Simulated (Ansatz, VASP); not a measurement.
**One calculation of LiCrF2, two programs**

File POSCAR:

```
LiCrF2
1.0
    2.9311148400      0.0000000000      0.0000000000
    0.0000000000      4.7528769700      0.0000000000
    0.0000000000      0.0000000000      6.0032499000
Li Cr F
2 2 4
Direct
    0.2500000000      0.2500000000      0.1250000000
    0.7500000000      0.7500000000      0.8750000000
    0.2500000000      0.2500000000      0.6430000000
    0.7500000000      0.7500000000      0.3570000000
    0.2500000000      0.7500000000      0.1360000000
    0.7500000000      0.2500000000      0.8640000000
    0.2500000000      0.7500000000      0.6000000000
    0.7500000000      0.2500000000      0.4000000000
```

File INCAR.step1:

```
SYSTEM = LiCrF2
ALGO = Normal ; EDIFF = 1E-4
ENCUT = 520 ; GGA = PE
ISMEAR = -1 ; ISPIN = 2
LASPH = .True. ; LCHARG = .False.
LMAXMIX = 4 ; LREAL = .False.
LWAVE = .True. ; MAGMOM = 0 0 3 3 0 0 0 0
NBANDS = 43 ; NELM = 150
PREC = Accurate ; SIGMA = 0.1
```

INCAR.step2

```
SYSTEM = LiCrF2
ALGO = Normal ; EDIFF = 1E-6
ENCUT = 520 ; ISIF = 2
ISMEAR = -1 ; ISPIN = 2
ISTART = 1 ; LASPH = .True.
LCHARG = .True. ; LELF = .True.
LMAXMIX = 4 ; LMIXTAU = .True.
LORBIT = 11 ; LREAL = .False.
LVHAR = .True. ; LWAVE = .False.
MAGMOM = 0 0 3 3 0 0 0 0 ; METAGGA = R2SCAN
NBANDS = 43 ; NELM = 150
PREC = Accurate ; SIGMA = 0.1
```

File KPOINTS:

```
k-points
0
Gamma
  7 4 3
  0 0 0
```

Input for Ansatz:

```yaml
crystal:
  lattice:
    - [2.93111484, 0.0, 0.0]
    - [0.0, 4.75287697, 0.0]
    - [0.0, 0.0, 6.0032499]
  atoms:
    - { symbol: Li, position: [0.25, 0.25, 0.125], spin: 0.0 }
    - { symbol: Li, position: [0.75, 0.75, 0.875], spin: 0.0 }
    - { symbol: Cr, position: [0.25, 0.25, 0.643], spin: 3.0 }
    - { symbol: Cr, position: [0.75, 0.75, 0.357], spin: 3.0 }
    - { symbol: F, position: [0.25, 0.75, 0.136], spin: 0.0 }
    - { symbol: F, position: [0.75, 0.25, 0.864], spin: 0.0 }
    - { symbol: F, position: [0.25, 0.75, 0.6], spin: 0.0 }
    - { symbol: F, position: [0.75, 0.25, 0.4], spin: 0.0 }
kpoints:
  mp_grid: { grid: [7, 4, 3], shift: [0, 0, 0] }
magnetization:
  spin_polarized: true
scf:
  occupations: { method: fermi_dirac }
  lower_state_search: "off"
  max_iter: 200
hamiltonian:
  pseudopotentials: { kind: paw }
  xc: r2scan
basis:
  ecutwfc: 500
  fft_grid_basis: typed
output:
  forces: true
  stress: true
  eigenvalues: true
  bader: true
  populations: true
  elf: true
  write_potential: true
  volumetric_format: npy
  dos:
    e_range: [-12, 8]
    de: 0.05
    projected: { site_lists: { Cr: [Cr], F: [F], Li: [Li] } }
checkpoint:
  read: saved_state
```

Alike in both runs: task single point; functional r2SCAN; k mesh 7 × 4 × 3; collinear spin.

|  | VASP | Ansatz |
| --- | --- | --- |
| version | VASP 6.6.1 | Ansatz 0.2.0 |
| potentials or method | VASP PAW PBE potentials, release 64 (Li_sv, Cr_pv, F), cutoff 520 eV | PAW plane waves |
| occupations | fermi-dirac, width 0.1 eV | fermi-dirac |
| valence electrons in the cell | 58 | 62 |

Ansatz gave:

| Property | Result |
| --- | --- |
| rms of the force components (eV/Å) | 1.029 |
| net moment per atom (μB) | 1.20 |
| size of the moment on the site where the two differ most (μB) | 3.42 |

Which values does VASP return?

rms of the force components (eV/Å): 1.092; net moment per atom (μB): 1.20; size of the moment on the site where the two differ most (μB): 4.17.

VASP's potentials were made for PBE, not for r2SCAN. Site moments also hang on the region over which each program counts them. Atom by atom the forces differ by 0.064 eV/Å (rms over components). VASP's potentials hold 58 valence electrons a cell and Ansatz's 62, so a difference there can come from the potentials and not from the codes. Ansatz's warnings: stability check not made.

Noted on VASP's run: the cutoff is under 1.25 times that of the potentials, so the pressure is a little rough.
